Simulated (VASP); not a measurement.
Input of a VASP 6.6.1 run:

Contents of INCAR:

```
SYSTEM = SiO2
PREC = Accurate
ENCUT = 600
EDIFF = 1E-6
ISMEAR = 0
SIGMA = 0.02
LREAL = .False.
LASPH = .True.
NELM = 100
ALGO = Normal
ISIF = 3
LWAVE = .False.
LCHARG = .False.
IBRION = 2
NSW = 70
EDIFFG = -0.008
PSTRESS = 150.0
```

File KPOINTS:

```
regular mesh
0
Gamma
  6 6 6
  0 0 0
```

File POSCAR:

```
SiO2
1.0
    0.0000000000      4.5146641410      7.1365231182
    2.2581035966      0.0000000000      7.1365231182
    2.2581035966      4.5146641410      0.0000000000
Si O
4 8
Direct
    0.5620705313      0.5620705313      0.9379294687
    0.3120705313      0.3120705313      0.6879294687
    0.6879294687      0.6879294687      0.3120705313
    0.9379294687      0.9379294687      0.5620705313
    0.6250000000      0.1250000000      0.6250000000
    0.6250000000      0.6250000000      0.1250000000
    0.6250000000      0.6250000000      0.6250000000
    0.1250000000      0.6250000000      0.6250000000
    0.1779148424      0.8220851576      0.1779148424
    0.8220851576      0.1779148424      0.8220851576
    0.4279148424      0.0720851576      0.4279148424
    0.0720851576      0.4279148424      0.0720851576
```

Potentials or basis: VASP PAW LDA potentials, release 64 (Si, O).

Run with:

```console
$ cat potpaw_LDA.64/Si/POTCAR potpaw_LDA.64/O/POTCAR > POTCAR
$ mpirun -np 1 vasp_std > vasp.out
```

Estimate the band gap on the k mesh.

5.75 eV.

What does it give for the relaxed volume?

12.14 Å³/atom.

Predict the space group after relaxing (to 0.1 Å).

Fddd (No. 70).

Estimate the relaxed cell.

a = 8.509 Å, b = 7.572 Å, c = 5.016 Å, α = 82.37°, β = 61.88°, γ = 35.75°.

Final structure:
```yaml
crystal:
  lattice:
    - [0.00000, 4.48487, 7.23143]
    - [2.24535, 0.00000, 7.23143]
    - [2.24535, 4.48487, 0.00000]
  atoms:
    - { symbol: Si, position: [0.56120, 0.56120, 0.93880] }
    - { symbol: Si, position: [0.31120, 0.31120, 0.68880] }
    - { symbol: Si, position: [0.68880, 0.68880, 0.31120] }
    - { symbol: Si, position: [0.93880, 0.93880, 0.56120] }
    - { symbol: O, position: [0.62500, 0.12500, 0.62500] }
    - { symbol: O, position: [0.62500, 0.62500, 0.12500] }
    - { symbol: O, position: [0.62500, 0.62500, 0.62500] }
    - { symbol: O, position: [0.12500, 0.62500, 0.62500] }
    - { symbol: O, position: [0.17147, 0.82853, 0.17147] }
    - { symbol: O, position: [0.82853, 0.17147, 0.82853] }
    - { symbol: O, position: [0.42147, 0.07853, 0.42147] }
    - { symbol: O, position: [0.07853, 0.42147, 0.07853] }
```

Caveat: the cell is relaxed towards a set pressure, so the run minimises the enthalpy, not the energy. A k mesh can miss the band edges.
